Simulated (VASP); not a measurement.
Here is a VASP 6.6.1 calculation.

The input INCAR:

```
SYSTEM = PrMo2
PREC = Accurate
ENCUT = 500
EDIFF = 1E-6
ISMEAR = 0
SIGMA = 0.1
LREAL = .FALSE.
LASPH = .TRUE.
NELM = 200
ALGO = Normal
ISIF = 2
LWAVE = .FALSE.
LCHARG = .FALSE.
GGA = PE
NBANDS = 26
GGA_COMPAT = .FALSE.
LMAXMIX = 6
```

KPOINTS

```
regular mesh
0
G
  4 4 4
  0 0 0
```

POSCAR

```
PrMo2
1.0
    3.7537138500      0.0000000000      0.0000000000
    0.0000000000      3.7537138500      0.0000000000
    0.0000000000      0.0000000000      5.3480840200
Pr Mo
1 2
Direct
    0.0000000000      0.0000000000      0.5000000000
    0.5000000000      0.5000000000      0.0000000000
    0.5000000000      0.5000000000      0.5000000000
```

Potentials or basis: VASP PAW PBE potentials, release 64 (Pr_3, Mo_sv), 4f in core.

Run with:

```bash
$ cat potpaw_PBE.64/Pr_3/POTCAR potpaw_PBE.64/Mo_sv/POTCAR > POTCAR
$ mpirun -np 1 vasp_std > vasp.out
```

(1) Estimate the band gap on the k mesh.

(2) Predict the pressure.

## Answers

(1) zero (an odd number of electrons rules out a gap without spin polarisation).

(2) 2.0 GPa.

Caveat: the k points lie up to 0.42 Å⁻¹ apart, too coarse for converged energies and pressures of a metal; spin-orbit coupling is left out, which moves the levels of the heavy elements; the 4f electrons are frozen in the core, so they carry no moment and show no levels.
